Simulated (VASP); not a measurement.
# HC18F in VASP: a series of runs

The runs below take HC18F through single point, with PBE+D3(BJ).

Everything below comes from runs of VASP 6.6.1. Logs are shortened: lines on timing, memory, paths and dates and some standing lists are left out, and cuts for length are marked.

## Step 1: The cell of the first run

The cell holds a slab with vacuum, 20 atoms: a = 7.398 Å, b = 7.398 Å, c = 13.000 Å, α = 90.00°, β = 90.00°, γ = 120.00°.

## Step 2: Single point, PBE+D3(BJ)

The input, INCAR:

```
SYSTEM = HC18F
PREC     = Accurate       ! precision mode
ENCUT    = 520            ! plane-wave cutoff, eV
EDIFF    = 1E-7           ! SCF threshold, eV
ISMEAR   = 0              ! smearing method
SIGMA    = 0.02           ! smearing width, eV
LREAL    = Auto         
LASPH    = .True.         ! aspherical terms in the spheres
NELM     = 100            ! most SCF steps
ALGO     = Normal         ! electronic algorithm
ISIF     = 2              ! what is computed and relaxed
LWAVE    = .False.        ! write WAVECAR
LCHARG   = .False.        ! write CHGCAR
GGA      = PE             ! functional
IVDW     = 12             ! dispersion correction
NBANDS   = 56             ! bands
```

The input, KPOINTS:

```
Automatic mesh
0
Gamma
  2 2 1
  0 0 0
```

The input, POSCAR:

```
HC18F
1.0
    7.3980000000      0.0000000000      0.0000000000
   -3.6990000000      6.4068560000      0.0000000000
    0.0000000000      0.0000000000     13.0000000000
C F H
18 1 1
Direct
    0.0054384837      0.0120353451      0.0902677103
    0.2325085890      0.1267076817      0.0743558222
    0.0044539247      0.3450212294      0.0653937177
    0.2278331970      0.4557943454      0.0652073838
    0.0055434815      0.6782842000      0.0668490929
    0.2271641840      0.7881030841      0.0720777630
    0.3407850133      0.0123117234      0.0929139793
    0.5631844304      0.1242192078      0.0713688002
    0.3394720685      0.3437316571      0.0665158390
    0.5619742408      0.4557161850      0.0659092465
    0.3388951427      0.6780650106      0.0678146368
    0.5613176377      0.7888007133      0.0702699516
    0.6718491943      0.0127342277      0.0698284769
    0.8916450162      0.1250810523      0.0706698867
    0.6722881887      0.3443582308      0.0658770010
    0.8936292298      0.4556472219      0.0628044908
    0.6719469622      0.6768949387      0.0686090467
    0.8921909910      0.7844144975      0.0718122234
    0.3338599420      0.0050445499      0.2240632844
    0.0084645023      0.0092570481      0.1773917069
```

Potentials or basis: VASP PAW PBE potentials, release 64 (C, F, H).

The run is started by

```
> cat potpaw_PBE.64/C/POTCAR potpaw_PBE.64/F/POTCAR potpaw_PBE.64/H/POTCAR > POTCAR
> mpirun -np 1 vasp_std > vasp.out
```

OUTCAR:

```text
SYSTEM = HC18F
   PREC = Accurate
   ENCUT = 520
   EDIFF = 1E-7
   ISMEAR = 0
   LREAL = Auto
   LASPH = .True.
   NELM = 100
   ISIF = 2
   GGA = PE
   IVDW = 12
 IVDW          = 12

 ion  position               nearest neighbor table
   1  0.005  0.012  0.090-  20 1.13   2 1.47  14 1.48  18 1.48
   2  0.233  0.127  0.074-   9 1.39   7 1.45   1 1.47
   3  0.004  0.345  0.065-  14 1.41  16 1.42   4 1.43
   4  0.228  0.456  0.065-  11 1.42   3 1.43   9 1.43
   5  0.006  0.678  0.067-  18 1.41   6 1.42  16 1.43
   6  0.227  0.788  0.072-   5 1.42  11 1.42   7 1.46
   7  0.341  0.012  0.093-   2 1.45   8 1.45   6 1.46  19 1.71
   8  0.563  0.124  0.071-  13 1.41  15 1.41   7 1.45
   9  0.339  0.344  0.067-   2 1.39  10 1.43   4 1.43
  10  0.562  0.456  0.066-  17 1.42  15 1.42   9 1.43
  11  0.339  0.678  0.068-   6 1.42   4 1.42  12 1.43
  12  0.561  0.789  0.070-  11 1.43  17 1.43  13 1.43
  13  0.672  0.013  0.070-  14 1.41   8 1.41  12 1.43
  14  0.892  0.125  0.071-  13 1.41   3 1.41   1 1.48
  15  0.672  0.344  0.066-   8 1.41  16 1.42  10 1.42
  16  0.894  0.456  0.063-  15 1.42   3 1.42   5 1.43
  17  0.672  0.677  0.069-  18 1.41  10 1.42  12 1.43
  18  0.892  0.784  0.072-   5 1.41  17 1.41   1 1.48
  19  0.334  0.005  0.224-   7 1.71
  20  0.008  0.009  0.177-   1 1.13

  LATTYP: Found a hexagonal cell.
 ALAT       =     7.3980000000
 C/A-ratio  =     1.7572316842

  Lattice vectors:

 A1 = (   7.3980000000,   0.0000000000,   0.0000000000)
 A2 = (  -3.6990000000,   6.4068560000,   0.0000000000)
 A3 = (   0.0000000000,   0.0000000000,  13.0000000000)

Analysis of symmetry for initial positions (statically):
=====================================================================
 Subroutine PRICEL returns:
 Original cell was already a primitive cell.

 Routine SETGRP: Setting up the symmetry group for a
 hexagonal supercell.

 Subroutine GETGRP returns: Found  1 space group operations
 (whereof  1 operations were pure point group operations)
 out of a pool of 24 trial point group operations.

The static configuration has the point symmetry C_1 .

Analysis of symmetry for dynamics (positions and initial velocities):
=====================================================================
 Subroutine PRICEL returns:
 Original cell was already a primitive cell.

 Routine SETGRP: Setting up the symmetry group for a
 hexagonal supercell.

 Subroutine GETGRP returns: Found  1 space group operations
 (whereof  1 operations were pure point group operations)
 out of a pool of 24 trial point group operations.

The dynamic configuration has the point symmetry C_1 .

 Subroutine INISYM returns: Found  1 space group operations
 (whereof  1 operations are pure point group operations),
 and found     1 'primitive' translations

----------------------------------------------------------------------------------------

                                     Primitive cell

  volume of cell :     616.1730

  direct lattice vectors                    reciprocal lattice vectors
     7.398000000  0.000000000  0.000000000     0.135171668  0.078041398  0.000000000
    -3.699000000  6.406856000  0.000000000     0.000000000  0.156082796  0.000000000
     0.000000000  0.000000000 13.000000000     0.000000000  0.000000000  0.076923077

  length of vectors
     7.398000000  7.398000054 13.000000000     0.156082797  0.156082796  0.076923077

  position of ions in fractional coordinates (direct lattice)
     0.005438484  0.012035345  0.090267710
     0.232508589  0.126707682  0.074355822
     0.004453925  0.345021229  0.065393718
     0.227833197  0.455794345  0.065207384
     0.005543481  0.678284200  0.066849093
     0.227164184  0.788103084  0.072077763
[... 12 lines left out ...]
     0.333859942  0.005044550  0.224063284
     0.008464502  0.009257048  0.177391707

  ion indices of the primitive-cell ions
   primitive index   ion index
                 1           1
                 2           2
                 3           3
                 4           4
                 5           5
                 6           6
[... 12 lines left out ...]
                19          19
                20          20

----------------------------------------------------------------------------------------

 KPOINTS: Automatic mesh

Automatic generation of k-mesh.
 Grid dimensions read from file:
 generate k-points for:    2    2    1

 Generating k-lattice:

  Cartesian coordinates                     Fractional coordinates (reciprocal lattice)
     0.067585834  0.039020699  0.000000000     0.500000000 -0.000000000  0.000000000
     0.000000000  0.078041398  0.000000000     0.000000000  0.500000000  0.000000000
     0.000000000  0.000000000  0.076923077     0.000000000  0.000000000  1.000000000

  Length of vectors
     0.078041399  0.078041398  0.076923077

  Shift w.r.t. Gamma in fractional coordinates (k-lattice)
     0.000000000  0.000000000  0.000000000

 Subroutine IBZKPT returns following result:
 ===========================================

 Found      4 irreducible k-points:

 Following reciprocal coordinates:
            Coordinates               Weight
  0.000000  0.000000  0.000000      1.000000
  0.500000  0.000000  0.000000      1.000000
  0.000000  0.500000  0.000000      1.000000
  0.500000  0.500000  0.000000      1.000000
   k-points           NKPTS =      4   k-points in BZ     NKDIM =      4   number of bands    NBANDS=     56
   number of dos      NEDOS =    301   number of ions     NIONS =     20
   total plane-waves  NPLWV = 307328
   dimension x,y,z NGX =    56 NGY =   56 NGZ =   98
   dimension x,y,z NGXF=   112 NGYF=  112 NGZF=  196
   ions per type =              18   1   1
   NGX,Y,Z   is equivalent  to a cutoff of  12.58, 12.58, 12.53 a.u.
   NGXF,Y,Z  is equivalent  to a cutoff of  25.17, 25.17, 25.06 a.u.
 SYSTEM =  HC18F
   PREC   = accura    normal or accurate (medium, high low for compatibility)
   ISTART =      0    job   : 0-new  1-cont  2-samecut
   ICHARG =      2    charge: 1-file 2-atom 10-const
   ISPIN  =      1    spin polarized calculation?
   LNONCOLLINEAR =      F non collinear calculations
   LSORBIT =      F    spin-orbit coupling
   LASPH  =      T    aspherical Exc in radial PAW
   ENCUT  =  520.0 eV  38.22 Ry    6.18 a.u.  13.76 13.76 24.17*2*pi/ulx,y,z
   NELM   =    100;   NELMIN=  2; NELMDL= -5     # of ELM steps
   EDIFF  = 0.1E-06   stopping-criterion for ELM
   LREAL  =      T    real-space projection
   EDIFFG = 0.1E-05   stopping-criterion for IOM
   NSW    =      0    number of steps for IOM
   IBRION =     -1    ionic relax: 0-MD 1-quasi-New 2-CG
   NFREE  =      0    steps in history (QN), initial steepest desc. (CG)
   ISIF   =      2    stress and relaxation
   ISYM   =      2    0-nonsym 1-usesym 2-fastsym
   POTIM  = 0.5000    time-step for ionic-motion
   TEBEG  =    0.0;   TEEND  =   0.0 temperature during run
   PSTRESS=    0.0 pullay stress
   NELECT =      80.0000    total number of electrons
   NUPDOWN=      -1.0000    fix difference up-down
   EMIN   =  10.00;   EMAX   =-10.00  energy-range for DOS
   EFERMI =   0.00;   METHOD = LEGACY
   ISMEAR =     0;   SIGMA  =   0.02  broadening in eV -4-tet -1-fermi 0-gaus
   EFERMI_NEDOS =   21; number of points for ismear=-14 and -15
   IALGO  =     38    algorithm
   IMIX   =      4    mixing-type and parameters
     AMIX     =   0.40;   BMIX     =  1.00
     AMIX_MAG =   1.60;   BMIX_MAG =  1.00
  volume/ion in A,a.u.               =      30.81       207.91
  Fermi-wavevector in a.u.,A,eV,Ry     =   0.828967  1.566521  9.349739  0.687186
  Thomas-Fermi vector in A             =   1.941434
   LORBIT       =      0    0 simple, 1 ext, 2 COOP (PROOUT), +10 PAW based schemes
   GGA     = PE    functional components
   LHFCALC =     F    Hartree Fock is set to
   AEXX    =    0.0000 exact exchange contribution
   IVDW    =    12    specifies the selected vdW correction
   LEPSILON=     F    determine dielectric tensor
   LRPA    =     F    only Hartree local field effects (RPA)
 non-spin polarized calculation
 Gauss-broadening in eV      SIGMA  =   0.02
  energy-cutoff  :      520.00
  volume of cell :      616.17
 maximum number of plane-waves:     16651
 NGX is ok and might be reduce to    56
   NGX = 27   NGY = 27   NGZ = 49

 number of electron      80.0000000 magnetization

 Free energy of the ion-electron system (eV)
  ---------------------------------------------------
  ext. energy  EPLUGINS =         0.00000000
  ---------------------------------------------------
  free energy    TOTEN  =      -170.62040704 eV

  energy without entropy =     -170.61529314  energy(sigma->0) =     -170.61785009

 E-fermi :  -2.1827     XC(G=0):  -3.5689

 val. band max:       -2.1889539641   @ k =   0.0000   0.0000   0.0000
 cond. band min:      -2.1764155708   @ k =   0.0000   0.0000   0.0000
 fundamental gap:      0.0125383933
 Fermi energy:        -2.1826847675

 k-point     1 :       0.0000    0.0000    0.0000
  band No.  band energies     occupation
      1     -24.5123      2.00000
      2     -21.7863      2.00000
      3     -19.4686      2.00000
      4     -19.3375      2.00000
      5     -19.2623      2.00000
      6     -19.1874      2.00000
[... 44 lines left out ...]
     51       3.3037      0.00000
     52       4.3715      0.00000

 k-point     2 :       0.5000    0.0000    0.0000
  band No.  band energies     occupation
      1     -24.5103      2.00000
      2     -21.2768      2.00000
      3     -21.0155      2.00000
      4     -19.9099      2.00000
      5     -19.8301      2.00000
      6     -17.5241      2.00000
[... 44 lines left out ...]
     51       3.9691      0.00000
     52       4.0589      0.00000

 k-point     3 :       0.0000    0.5000    0.0000
  band No.  band energies     occupation
      1     -24.5105      2.00000
      2     -21.1811      2.00000
      3     -21.1342      2.00000
      4     -19.9019      2.00000
      5     -19.7966      2.00000
      6     -17.5533      2.00000
[... 44 lines left out ...]
     51       3.9795      0.00000
     52       4.0614      0.00000

 k-point     4 :       0.5000    0.5000    0.0000
  band No.  band energies     occupation
      1     -24.5103      2.00000
      2     -21.2647      2.00000
      3     -21.0356      2.00000
      4     -19.9185      2.00000
      5     -19.8042      2.00000
      6     -17.5583      2.00000
[... 44 lines left out ...]
     51       3.9696      0.00000
     52       4.0523      0.00000
 [bands above 52 left out]

------------------------ aborting loop because EDIFF is reached ----------------------------------------

 Edisp (eV)   -1.69416

 E8    (eV) :    -0.5210

  FORCE on cell =-STRESS in cart. coord.  units (eV):
  Direction    XX          YY          ZZ          XY          YZ          ZX
  --------------------------------------------------------------------------------------
  -------------------------------------------------------------------------------------
  Total       3.15143     2.30753    -0.10121     0.08269    -0.01574     0.00244
  in kB       8.19438     6.00006    -0.26316     0.21500    -0.04094     0.00635
  external pressure =        4.64 kB  Pullay stress =        0.00 kB

 VOLUME and BASIS-vectors are now :
 -----------------------------------------------------------------------------
  energy-cutoff  :      520.00
  volume of cell :      616.17
      direct lattice vectors                 reciprocal lattice vectors
     7.398000000  0.000000000  0.000000000     0.135171668  0.078041398  0.000000000
    -3.699000000  6.406856000  0.000000000     0.000000000  0.156082796  0.000000000
     0.000000000  0.000000000 13.000000000     0.000000000  0.000000000  0.076923077

 POSITION                                       TOTAL-FORCE (eV/Angst)
 -----------------------------------------------------------------------------------
     -0.00428      0.07711      1.17348        -0.021028     -0.015077     -0.001931
      1.25141      0.81180      0.96663         0.006280     -0.010761      0.010968
     -1.24328      2.21050      0.85012        -0.000123      0.002887      0.001269
     -0.00047      2.92021      0.84770        -0.007447      0.004381     -0.011403
     -2.46796      4.34567      0.86904        -0.001833      0.002316     -0.005038
     -1.23463      5.04926      0.93701         0.001365      0.007545      0.008104
[... 12 lines left out ...]
      2.45124      0.03232      2.91282        -0.005127     -0.003510      0.054657
      0.02838      0.05931      2.30609         0.010182     -0.001429      0.009256
 -----------------------------------------------------------------------------------
    total drift:                                0.009369      0.012014      0.017898

  FREE ENERGIE OF THE ION-ELECTRON SYSTEM (eV)
  ---------------------------------------------------
  free  energy   TOTEN  =      -172.3145651531 eV

  energy  without entropy=     -172.3094512492  energy(sigma->0) =     -172.31200820
```

It took 3.6 min on 1 thread of Intel Xeon 6975P-C (Granite Rapids), shared host; peak memory 0.64 GiB.

What came out:

```yaml
Free_energy: -172.3146 eV
Largest_force: 0.058 eV/Å
Band_gap_on_the_k_mesh: 0.01 eV
Dispersion_energy_per_atom: -0.085 eV
```

Forces in eV/Å, atoms in the order of the input:
```
C   -0.021 -0.015 -0.002
C    0.006 -0.011  0.011
C    0.000  0.003  0.001
C   -0.007  0.004 -0.011
C   -0.002  0.002 -0.005
C    0.001  0.008  0.008
C    0.005 -0.003 -0.057
C   -0.013 -0.005  0.004
C   -0.002  0.009 -0.001
C    0.003 -0.003 -0.003
C    0.002  0.003  0.002
C   -0.002  0.005 -0.002
C   -0.001 -0.018 -0.008
C    0.025 -0.007  0.001
C   -0.004 -0.003 -0.002
C    0.004  0.001  0.002
C   -0.007  0.010 -0.004
C    0.006  0.025  0.002
F   -0.005 -0.004  0.055
H    0.010 -0.001  0.009
```

Levels at points of the mesh, in eV from the valence-band top:
| k point | band 38 | band 39 | band 40 | band 41 | band 42 | band 43 |
| --- | --- | --- | --- | --- | --- | --- |
| (0.00, 0.00, 0.00) | -2.51 | -1.45 | 0.00 | 0.01 | 0.87 | 2.40 |
| (0.50, 0.00, 0.00) | -2.39 | -2.24 | -0.92 | 0.18 | 1.94 | 2.50 |
| (0.00, 0.50, 0.00) | -2.53 | -2.25 | -0.82 | 0.23 | 2.06 | 2.44 |
| (0.50, 0.50, 0.00) | -2.54 | -2.34 | -0.86 | 0.35 | 1.90 | 2.42 |

Caveat: the k points lie up to 0.49 Å⁻¹ apart.

(Continued in part 2 of 2.)
